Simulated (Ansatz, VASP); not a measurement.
LiH in VASP and in Ansatz

```xyz
2
Lattice="0.0000 2.0767 2.0767 2.0767 0.0000 2.0767 2.0767 2.0767 0.0000" Properties=species:S:1:pos:R:3 pbc="T T T"
Li    0.0000    0.0000    0.0000
H     2.0767    2.0767    2.0767
```

Alike in both runs: task single point; functional r2SCAN; k mesh 11 × 11 × 11; occupations fermi-dirac, width 0.05 eV; no spin polarisation.

|  | VASP | Ansatz |
| --- | --- | --- |
| version | VASP 6.6.1 | Ansatz 0.2.0 |
| potentials or method | VASP PAW PBE potentials, release 64 (Li_sv, H) | Ansatz PAW |
| plane-wave cutoff (eV) | 520 | 500 |
| valence electrons in the cell | 4 | 4 |

```tsv
	VASP	Ansatz	Ansatz less VASP
gap on the k mesh at the Fermi level (eV)	3.82	3.87	+0.046
least direct gap on the mesh (eV)	3.82	3.87	+0.046
```

VASP's potentials were made for PBE, not for r2SCAN.

Noted on VASP's run: the cutoff is under 1.25 times that of the potentials, so the pressure is a little rough. Noted on Ansatz's run: odd divisions of the mesh miss points on the zone boundary, where band edges often lie, so the gap on the mesh can be too wide.
